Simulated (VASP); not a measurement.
Crystal: Nb.

```
CELL_PARAMETERS angstrom
2.88205 0.00000 0.00000
-0.96068 2.71722 0.00000
-0.96068 -1.35861 2.35318
ATOMIC_POSITIONS crystal
Nb 0.00000 0.00000 0.00000
```

Base run:

```yaml
Program: VASP 6.6.1
Functional: RPBE
Potentials_or_basis: VASP PAW PBE potentials, release 64 (Nb_sv)
Cutoff: 500 eV
k_mesh: 12 × 12 × 12
Occupations: fermi-dirac, width 0.1 eV
Spin: no spin polarisation
```

Its results: pressure -0.3 GPa.

Task: The run is repeated on the same cell with these changes: dispersion from none to D3(BJ). What comes out?

Result: Pressure -45.4 GPa.

Dispersion adds attraction, which lowers the pressure at fixed volume and, as a term added to the energy, leaves the levels alone.

Caveats: the PAW data sets were made with another functional, which shifts forces and pressure a little; pairwise dispersion overbinds metals, which lowers pressure and volume (some runs).
